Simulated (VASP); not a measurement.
# Ni (Fm-3m) in VASP: a series of runs

Runs on Ni. Level: r2SCAN. Tasks: single point.

All numbers are computed with VASP 6.6.1; they aren't measurements. Logs are shortened: lines on timing, memory, paths and dates and some standing lists are left out, and cuts for length are marked.

### Step 1. The cell of the first run

It takes space group Fm-3m (No. 225, cubic). Conventional cell: a = 3.525 Å, b = 3.525 Å, c = 3.525 Å, α = 90.00°, β = 90.00°, γ = 90.00°. Ni (site symmetry m-3m) has 12 Ni at 2.49 Å within 3.3 Å.

### Step 2. Single point, r2SCAN

The input, POSCAR:

```
Ni
1.0
    0.0000000000      1.7623263088      1.7623263088
    1.7623263088      0.0000000000      1.7623263088
    1.7623263088      1.7623263088      0.0000000000
Ni
1
Direct
    0.0000000000      0.0000000000      0.0000000000
```

The input, INCAR.step1:

```
  PREC = Accurate
  ENCUT = 520
  ISMEAR = -1
  SIGMA = 0.1
  LREAL = F
  LASPH = T
  NELM = 100
  NBANDS = 11
  GGA = PE
  ALGO = Normal
  EDIFF = 1E-4
  LWAVE = T
  LCHARG = F
```

The input, INCAR.step2:

```
  PREC = Accurate
  ENCUT = 520
  EDIFF = 1E-7
  ISMEAR = -1
  SIGMA = 0.1
  LREAL = F
  LASPH = T
  NELM = 100
  ALGO = Normal
  ISIF = 2
  LWAVE = F
  LCHARG = F
  METAGGA = R2SCAN
  LMIXTAU = T
  NBANDS = 11
  ISTART = 1
```

The input, KPOINTS:

```
Automatic mesh
0
Gamma
  16 16 16
```

Potentials or basis: VASP PAW PBE potentials, release 64 (Ni).

Launch:

```console
$ cat potpaw_PBE.64/Ni/POTCAR > POTCAR
$ cp INCAR.step1 INCAR
$ mpirun -np 1 vasp_std > vasp.out
$ cp INCAR.step2 INCAR
$ mpirun -np 1 vasp_std > vasp.out
```

OUTCAR:

```text
PREC = Accurate
   ENCUT = 520
   EDIFF = 1E-7
   ISMEAR = -1
   LREAL = F
   LASPH = T
   NELM = 100
   ISIF = 2
   METAGGA = R2SCAN
   ISTART = 1

 ion  position               nearest neighbor table
   1  0.000  0.000  0.000-

  LATTYP: Found a face centered cubic cell.
 ALAT       =     3.5246526176

  Lattice vectors:

 A1 = (   0.0000000000,   1.7623263088,   1.7623263088)
 A2 = (   1.7623263088,   0.0000000000,   1.7623263088)
 A3 = (   1.7623263088,   1.7623263088,   0.0000000000)

Analysis of symmetry for initial positions (statically):
=====================================================================
 Subroutine PRICEL returns:
 Original cell was already a primitive cell.

 Routine SETGRP: Setting up the symmetry group for a
 face centered cubic supercell.

 Subroutine GETGRP returns: Found 48 space group operations
 (whereof 48 operations were pure point group operations)
 out of a pool of 48 trial point group operations.

The static configuration has the point symmetry O_h .

Analysis of symmetry for dynamics (positions and initial velocities):
=====================================================================
 Subroutine PRICEL returns:
 Original cell was already a primitive cell.

 Routine SETGRP: Setting up the symmetry group for a
 face centered cubic supercell.

 Subroutine GETGRP returns: Found 48 space group operations
 (whereof 48 operations were pure point group operations)
 out of a pool of 48 trial point group operations.

The dynamic configuration has the point symmetry O_h .

 Subroutine INISYM returns: Found 48 space group operations
 (whereof 48 operations are pure point group operations),
 and found     1 'primitive' translations

----------------------------------------------------------------------------------------

                                     Primitive cell

  volume of cell :      10.9468

  direct lattice vectors                    reciprocal lattice vectors
     0.000000000  1.762326309  1.762326309    -0.283715903  0.283715903  0.283715903
     1.762326309  0.000000000  1.762326309     0.283715903 -0.283715903  0.283715903
     1.762326309  1.762326309  0.000000000     0.283715903  0.283715903 -0.283715903

  length of vectors
     2.492305767  2.492305767  2.492305767     0.491410359  0.491410359  0.491410359

  position of ions in fractional coordinates (direct lattice)
     0.000000000  0.000000000  0.000000000

  ion indices of the primitive-cell ions
   primitive index   ion index
                 1           1

----------------------------------------------------------------------------------------

 KPOINTS: Automatic mesh

Automatic generation of k-mesh.
 Grid dimensions read from file:
 generate k-points for:   16   16   16

 Generating k-lattice:

  Cartesian coordinates                     Fractional coordinates (reciprocal lattice)
    -0.017732244  0.017732244  0.017732244     0.062500000  0.000000000  0.000000000
     0.017732244 -0.017732244  0.017732244     0.000000000  0.062500000  0.000000000
     0.017732244  0.017732244 -0.017732244     0.000000000  0.000000000  0.062500000

  Length of vectors
     0.030713147  0.030713147  0.030713147

  Shift w.r.t. Gamma in fractional coordinates (k-lattice)
     0.000000000  0.000000000  0.000000000

 Subroutine IBZKPT returns following result:
 ===========================================

 Found    145 irreducible k-points:

 Following reciprocal coordinates:
            Coordinates               Weight
  0.000000  0.000000  0.000000      1.000000
  0.062500  0.000000  0.000000      8.000000
  0.125000  0.000000  0.000000      8.000000
  0.187500  0.000000  0.000000      8.000000
  0.250000  0.000000  0.000000      8.000000
  0.312500  0.000000  0.000000      8.000000
[... 16 lines left out ...]
 -0.125000  0.062500  0.000000     24.000000
 -0.062500  0.062500  0.000000     12.000000
 [... further k-points ...]
   k-points           NKPTS =    145   k-points in BZ     NKDIM =    145   number of bands    NBANDS=     11
   number of dos      NEDOS =    301   number of ions     NIONS =      1
   total plane-waves  NPLWV =   8000
   dimension x,y,z NGX =    20 NGY =   20 NGZ =   20
   dimension x,y,z NGXF=    40 NGYF=   40 NGZF=   40
   ions per type =               1
   NGX,Y,Z   is equivalent  to a cutoff of  13.34, 13.34, 13.34 a.u.
   NGXF,Y,Z  is equivalent  to a cutoff of  26.68, 26.68, 26.68 a.u.
 SYSTEM =  unknown system
   PREC   = accura    normal or accurate (medium, high low for compatibility)
   ISTART =      1    job   : 0-new  1-cont  2-samecut
   ICHARG =      0    charge: 1-file 2-atom 10-const
   ISPIN  =      1    spin polarized calculation?
   LNONCOLLINEAR =      F non collinear calculations
   LSORBIT =      F    spin-orbit coupling
   LASPH  =      T    aspherical Exc in radial PAW
   ENCUT  =  520.0 eV  38.22 Ry    6.18 a.u.   4.63  4.63  4.63*2*pi/ulx,y,z
   NELM   =    100;   NELMIN=  2; NELMDL=  0     # of ELM steps
   EDIFF  = 0.1E-06   stopping-criterion for ELM
   LREAL  =      F    real-space projection
   EDIFFG = 0.1E-05   stopping-criterion for IOM
   NSW    =      0    number of steps for IOM
   IBRION =     -1    ionic relax: 0-MD 1-quasi-New 2-CG
   NFREE  =      0    steps in history (QN), initial steepest desc. (CG)
   ISIF   =      2    stress and relaxation
   ISYM   =      2    0-nonsym 1-usesym 2-fastsym
   POTIM  = 0.5000    time-step for ionic-motion
   TEBEG  =    0.0;   TEEND  =   0.0 temperature during run
   PSTRESS=    0.0 pullay stress
   NELECT =      10.0000    total number of electrons
   NUPDOWN=      -1.0000    fix difference up-down
   EMIN   =  10.00;   EMAX   =-10.00  energy-range for DOS
   EFERMI =   0.00;   METHOD = LEGACY
   ISMEAR =    -1;   SIGMA  =   0.10  broadening in eV -4-tet -1-fermi 0-gaus
   EFERMI_NEDOS =   21; number of points for ismear=-14 and -15
   IALGO  =     38    algorithm
   IMIX   =      4    mixing-type and parameters
     AMIX     =   0.40;   BMIX     =  1.00
     AMIX_MAG =   1.60;   BMIX_MAG =  1.00
  volume/ion in A,a.u.               =      10.95        73.87
  Fermi-wavevector in a.u.,A,eV,Ry     =   1.588468  3.001770 34.330642  2.523231
  Thomas-Fermi vector in A             =   2.687467
   LORBIT       =      0    0 simple, 1 ext, 2 COOP (PROOUT), +10 PAW based schemes
   METAGGA = R2SCAN    functional components
   LHFCALC =     F    Hartree Fock is set to
   AEXX    =    0.0000 exact exchange contribution
   IVDW    =     0    specifies the selected vdW correction
   LEPSILON=     F    determine dielectric tensor
   LRPA    =     F    only Hartree local field effects (RPA)
 non-spin polarized calculation
  energy-cutoff  :      520.00
  volume of cell :       10.95
 maximum number of plane-waves:       306
   NGX =  9   NGY =  9   NGZ =  9

 number of electron      10.0000010 magnetization

 Free energy of the ion-electron system (eV)
  ---------------------------------------------------
  ext. energy  EPLUGINS =         0.00000000
  ---------------------------------------------------
  free energy    TOTEN  =       -11.85684244 eV

  energy without entropy =      -11.76937287  energy(sigma->0) =      -11.81310765

 E-fermi :   8.8968     XC(G=0): -14.3115

 val. band max:        8.8924336620   @ k =   0.4375   0.3750   0.0000
 cond. band min:       8.9012897987   @ k =  -0.3750   0.3750   0.1250
 fundamental gap:      0.0088561366
 Fermi energy:         8.8968480705

 k-point     1 :       0.0000    0.0000    0.0000
  band No.  band energies     occupation
      1      -0.2264      2.00000
      2       7.0251      2.00000
      3       7.0251      2.00000
      4       7.0251      2.00000
      5       8.0564      1.99955
      6       8.0564      1.99955
      7      33.5867      0.00000
      8      37.8618      0.00000
      9      37.8618      0.00000
     10      37.8618      0.00000
     11      40.5919      0.00000

 k-point     2 :       0.0625    0.0000    0.0000
  band No.  band energies     occupation
      1      -0.0682      2.00000
      2       6.9817      2.00000
      3       7.0603      2.00000
      4       7.0603      2.00000
      5       8.0415      1.99961
      6       8.0415      1.99961
      7      33.0541      0.00000
      8      35.9435      0.00000
      9      37.4440      0.00000
     10      37.4440      0.00000
     11      41.1910      0.00000

 k-point     3 :       0.1250    0.0000    0.0000
  band No.  band energies     occupation
      1       0.3982      2.00000
      2       6.8663      2.00000
      3       7.1462      2.00000
      4       7.1462      2.00000
      5       8.0161      1.99970
      6       8.0161      1.99970
      7      30.6410      0.00000
      8      34.7611      0.00000
      9      36.7104      0.00000
     10      36.7104      0.00000
     11      41.9871      0.00000

 k-point     4 :       0.1875    0.0000    0.0000
  band No.  band energies     occupation
      1       1.1439      2.00000
      2       6.7232      2.00000
      3       7.2187      2.00000
      4       7.2187      2.00000
      5       8.0410      1.99962
      6       8.0410      1.99962
      7      27.3672      0.00000
      8      34.2847      0.00000
      9      36.0471      0.00000
     10      36.0472      0.00000
     11      42.0479      0.00000
[... 239 lines left out ...]
 k-point    22 :      -0.1875    0.0625    0.0000
  band No.  band energies     occupation
      1       1.5739      2.00000
      2       6.6275      2.00000
      3       7.2256      2.00000
      4       7.2829      2.00000
      5       7.9115      1.99989
      6       8.2484      1.99695
      7      26.3688      0.00000
      8      31.8573      0.00000
      9      36.0287      0.00000
     10      38.0846      0.00000
     11      40.1906      0.00000

 k-point    23 :      -0.1250    0.0625    0.0000
  band No.  band energies     occupation
      1       0.7529      2.00000
      2       6.7679      2.00000
      3       7.2065      2.00000
      4       7.2145      2.00000
      5       7.8973      1.99991
      6       8.1211      1.99915
      7      29.6510      0.00000
      8      32.5535      0.00000
      9      36.4195      0.00000
     10      38.4639      0.00000
     11      40.3787      0.00000

 k-point    24 :      -0.0625    0.0625    0.0000
  band No.  band energies     occupation
      1       0.1927      2.00000
      2       6.9035      2.00000
      3       7.1116      2.00000
      4       7.1273      2.00000
      5       7.9698      1.99981
      6       8.0734      1.99947
      7      32.1876      0.00000
      8      34.0740      0.00000
      9      36.4776      0.00000
     10      38.4390      0.00000
     11      40.7730      0.00000

 [... further k-points ...]

------------------------ aborting loop because EDIFF is reached ----------------------------------------

  FORCE on cell =-STRESS in cart. coord.  units (eV):
  Direction    XX          YY          ZZ          XY          YZ          ZX
  --------------------------------------------------------------------------------------
  -------------------------------------------------------------------------------------
  Total       -0.6425281     -0.6425281     -0.6425281      0.0000000      0.0000000     -0.0000000
  in kB      -94.0402416    -94.0402416    -94.0402416      0.0000000      0.0000000     -0.0000000
  external PRESSURE =     -94.0402416 kB  Pullay stress =       0.0000000 kB

 VOLUME and BASIS-vectors are now :
 -----------------------------------------------------------------------------
  energy-cutoff  :      520.00
  volume of cell :       10.95
      direct lattice vectors                 reciprocal lattice vectors
     0.000000000  1.762326309  1.762326309    -0.283715903  0.283715903  0.283715903
     1.762326309  0.000000000  1.762326309     0.283715903 -0.283715903  0.283715903
     1.762326309  1.762326309  0.000000000     0.283715903  0.283715903 -0.283715903

 POSITION                                       TOTAL-FORCE (eV/Angst)
 -----------------------------------------------------------------------------------
      0.00000      0.00000      0.00000        -0.000000     -0.000000      0.000000
 -----------------------------------------------------------------------------------
    total drift:                               -0.000000     -0.000000     -0.000000

  FREE ENERGIE OF THE ION-ELECTRON SYSTEM (eV)
  ---------------------------------------------------
  free  energy   TOTEN  =       -11.8568424385 eV

  energy  without entropy=      -11.7693728666  energy(sigma->0) =      -11.81310765
```

Run time: 73 s. Hardware: 1 thread of AMD EPYC 7R13 (Zen 3), shared host; peak memory 0.11 GiB.

What came out:

```yaml
Free_energy: -11.8568 eV
Pressure: -9.4 GPa
Band_gap_on_the_k_mesh: zero (bands 5 and 6 overlap by 1.05 eV)
```

Caveat: the cell stands under tension; the PAW data sets were made with another functional, which shifts forces and pressure a little; the run has no spin polarisation, though such a crystal can be magnetic.

### Step 3. Single point, r2SCAN

POSCAR is that of step 2.

The input, INCAR.step1:

```
SYSTEM = Ni
PREC = Accurate ; ENCUT = 520
ISMEAR = -1 ; SIGMA = 0.1
LREAL = .FALSE. ; LASPH = .TRUE.
NELM = 100 ; NBANDS = 11
GGA = PE ; ALGO = Normal
EDIFF = 1E-4 ; LWAVE = .TRUE.
LCHARG = .FALSE.
```

The input, INCAR.step2:

```
SYSTEM = Ni
PREC = Accurate ; ENCUT = 520
EDIFF = 1E-6 ; ISMEAR = -1
SIGMA = 0.1 ; LREAL = .FALSE.
LASPH = .TRUE. ; NELM = 100
ALGO = Normal ; ISIF = 2
LWAVE = .FALSE. ; LCHARG = .FALSE.
METAGGA = R2SCAN ; LMIXTAU = .TRUE.
NBANDS = 11 ; ISTART = 1
```

The input, KPOINTS:

```
regular mesh
0
G
  16 16 16
  0 0 0
```

Potentials or basis: VASP PAW PBE potentials, release 64 (Ni).

Launch:

```console
$ cat potpaw_PBE.64/Ni/POTCAR > POTCAR
$ cp INCAR.step1 INCAR
$ mpirun -np 1 vasp_std > vasp.out
$ cp INCAR.step2 INCAR
$ mpirun -np 1 vasp_std > vasp.out
```

Run time: 62 s. Hardware: 1 thread of AMD EPYC 7R13 (Zen 3), shared host; peak memory 0.11 GiB.

The run converged. Its results:

| Property | Result |
| --- | --- |
| Free energy | -11.8568 eV |
| Pressure | -9.4 GPa |
| Band gap on the k mesh | zero (bands 5 and 6 overlap by 1.05 eV) |

Levels at points of the mesh, in eV from the Fermi level:
| k point | band 2 | band 3 | band 4 | band 5 | band 6 | band 7 | band 8 | band 9 |
| --- | --- | --- | --- | --- | --- | --- | --- | --- |
| (0.00, 0.00, 0.00) | -1.87 | -1.87 | -1.87 | -0.84 | -0.84 | 24.69 | 28.96 | 28.96 |
| (0.50, 0.00, 0.00) | -1.96 | -1.96 | -0.15 | -0.05 | -0.05 | 6.30 | 23.19 | 25.99 |
| (0.50, 0.50, 0.00) | -3.76 | -0.12 | 0.17 | 0.17 | 2.72 | 9.83 | 15.72 | 15.72 |

Caveat: the cell stands under tension; the PAW data sets were made with another functional, which shifts forces and pressure a little; the run has no spin polarisation, though such a crystal can be magnetic.

(Continued in part 2 of 2.)
